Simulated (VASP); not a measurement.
Runs of VASP 6.6.1 on ZrS. The structure is that of space group I4/mmm (No. 139), or close to it. The cells are those of the table. 

```tsv
cell	gap on the mesh (eV)	pressure (GPa)
a = 3.689, b = 3.689, c = 3.763 Å, angles 59.3, 59.3, 61.3°, 2 atoms	none	(a)
a = 3.780, b = 3.780, c = 3.596 Å, angles 61.6, 61.6, 56.8°, 2 atoms	none	-3.2
a = 3.614, b = 3.614, c = 4.286 Å, angles 53.6, 53.6, 72.7°, 2 atoms	none	68.1
a = 4.134, b = 4.134, c = 3.243 Å, angles 66.9, 66.9, 46.2°, 2 atoms	none	37.5
```

Alike in all rows: task single point; level PBEsol; potentials or basis VASP PAW PBE potentials, release 64 (Zr_sv, S); no spin polarisation; k mesh 18 × 18 × 18; cutoff (eV) 520; smearing gaussian 0.15 eV.

Q: Estimate the missing entries.

A: (a) -5.6.

Caveats: the PAW data sets were made with another functional, which shifts forces and pressure a little; the stress differs along the axes, from -9 to 2 GPa (at least some runs); the stress differs along the axes, from -15 to 3 GPa (at least some runs); the stress differs along the axes, from -17 to 238 GPa (at least some runs); the stress differs along the axes, from -10 to 62 GPa (at least some runs).

A k mesh can miss the band edges, and the runs leave out spin-orbit coupling on Zr.

A gap of «none» marks levels without a gap at the run's occupations.
